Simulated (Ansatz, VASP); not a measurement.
## One calculation of Na, two programs

```
CELL_PARAMETERS angstrom
3.38181 0.00000 0.00000
0.00000 3.38181 0.00000
0.00000 0.00000 3.38181
ATOMIC_POSITIONS crystal
Na 0.00000 0.00000 0.00000
```

Alike in both runs: task relaxation of cell and atoms; functional PBEsol; k mesh 12 × 12 × 12; occupations gaussian, width 0.1 eV; no spin polarisation.

|  | VASP | Ansatz |
| --- | --- | --- |
| version | VASP 6.6.1 | Ansatz 0.2.0 |
| potentials or method | VASP PAW PBE potentials, release 64 (Na_pv), cutoff 600 eV | scalar-relativistic, plane waves, PAW |
| valence electrons in the cell | 7 | 9 |

```csv
,VASP,Ansatz,Ansatz less VASP
"gap on the k mesh at the Fermi level, each at its own relaxed structure (eV)",none,none,-
relaxed volume (Å³/atom),38.68,38.68,0.000
relaxed length of the cell vector where the two differ most in proportion (Å),3.382,3.382,0.0000
```

VASP's potentials were made for PBE, not for PBEsol. A gap of «none» marks a metal or a gap that the smearing closes. VASP's potentials hold 7 valence electrons a cell and Ansatz's 9, so a difference there can come from the potentials and not from the codes.

Noted on VASP's run: the relaxation stopped at its first step, so nothing moved.
